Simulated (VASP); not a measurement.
Write the native input for VASP 6.6.1 that does the following.

| Item | Value |
| --- | --- |
| Task | single point |
| Functional | PBE |
| Potentials or basis | VASP PAW PBE potentials, release 64 (Cd, Te) |
| Cutoff | 520 eV |
| k mesh | 12 × 12 × 12 |
| Occupations | fermi-dirac, width 0.02 eV |
| Spin | no spin polarisation |
| Dipole correction | no |
| Further INCAR settings | ALGO = Normal; EDIFF = 1e-07; NBANDS = 16 |

The structure of CdTe lies in POSCAR:

```
CdTe
1.0
    0.0000000000      3.1400000000      3.1714000000
    3.1400000000      0.0000000000      3.1714000000
    3.1400000000      3.1400000000      0.0000000000
Cd Te
1 1
Direct
    0.0000000000      0.0000000000      0.0000000000
    0.2500000000      0.2500000000      0.2500000000
```

This cell differs from its parent crystal: z stretched by +1 %, then relaxed in part.

One way to write it, as run:

INCAR

```
PREC = Accurate
ENCUT = 520
EDIFF = 1E-7
ISMEAR = -1
SIGMA = 0.02
LREAL = False
LASPH = True
NELM = 100
ALGO = Normal
ISIF = 2
LWAVE = False
LCHARG = True
GGA = PE
LELF = True
LVHAR = True
NBANDS = 16
```

KPOINTS

```
Automatic mesh
0
Gamma
  12 12 12
```

Potentials or basis: VASP PAW PBE potentials, release 64 (Cd, Te).

Command:

```bash
$ cat potpaw_PBE.64/Cd/POTCAR potpaw_PBE.64/Te/POTCAR > POTCAR
$ mpirun -np 1 vasp_std > vasp.out
```

Results of the run:

The pressure is 7.6 GPa and the band gap on the k mesh is 1.02 eV.

Caveat: the cell differs from its parent crystal (z stretched by +1 %, then relaxed in part); the cell stands under pressure; spin-orbit coupling is left out, which moves the levels of the heavy elements.

It took 2 min on 1 thread of Intel(R) Xeon(R) Platinum 8488C (Sapphire Rapids), with other jobs on the host, peak memory 0.32 GiB.
